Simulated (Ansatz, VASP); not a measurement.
CoMo: VASP beside Ansatz

File INCAR:

```
SYSTEM = CoMo
ALGO = Normal
EDIFF = 1E-6
ENCUT = 690
GGA_COMPAT = .FALSE.
ISIF = 2
ISMEAR = -1
LASPH = .TRUE.
LCHARG = .FALSE.
LREAL = .FALSE.
LWAVE = .FALSE.
NBANDS = 22
NELM = 120
PREC = Accurate
SIGMA = 0.05
```

The input KPOINTS:

```
k-points
0
G
  14 14 8
  0 0 0
```

File POSCAR:

```
CoMo
1.0
    2.7819204892      0.0000000000      0.0000000000
   -1.3909602446      2.4092138150      0.0000000000
    0.0000000000      0.0000000000      4.3186656721
Co Mo
1 1
Direct
    0.6666666667      0.3333333333      0.5000000000
    0.3333333333      0.6666666667      0.0000000000
```

Input for Ansatz:

```yaml
crystal:
  lattice:
    - [2.7819204892, 0.0, 0.0]
    - [-1.3909602446, 2.409213815, 0.0]
    - [0.0, 0.0, 4.3186656721]
  atoms:
    - { symbol: Co, position: [0.6666666667, 0.3333333333, 0.5] }
    - { symbol: Mo, position: [0.3333333333, 0.6666666667, 0.0] }
kpoints:
  mp_grid: { grid: [14, 14, 8] }
scf:
  occupations: { method: fermi_dirac, width: 0.05 }
hamiltonian:
  xc: lda
  pseudopotentials: { kind: paw }
output:
  forces: true
  stress: true
  eigenvalues: true
```

Change from the starting cell: volume scaled by 1.1, no spin polarisation, PAW files.

Alike in both runs: task single point; functional LDA; k mesh 14 × 14 × 8; occupations fermi-dirac, width 0.05 eV; no spin polarisation.

|  | VASP | Ansatz |
| --- | --- | --- |
| version | VASP 6.6.1 | Ansatz 0.2.0 |
| potentials or method | VASP PAW LDA potentials, release 64 (Co_sv, Mo_sv) | PAW with Ansatz's default frozen-core files, scalar-relativistic |
| plane-wave cutoff (eV) | 690 | 420 |
| valence electrons in the cell | 31 | 31 |

|  | VASP | Ansatz | Ansatz less VASP |
| --- | --- | --- | --- |
| pressure (GPa) | -30.1 | -30.4 | -0.38 |
| traceless stress, the component that is largest in VASP (GPa) | -0.37 | -0.23 | +0.140 |

LDA's correlation is that of Perdew and Zunger in VASP and of Perdew and Wang (1992) in Ansatz. Both programs put the cell under strong tension, so it lies far from rest at this level.

Noted on VASP's run: the cell as given lies far from equilibrium.
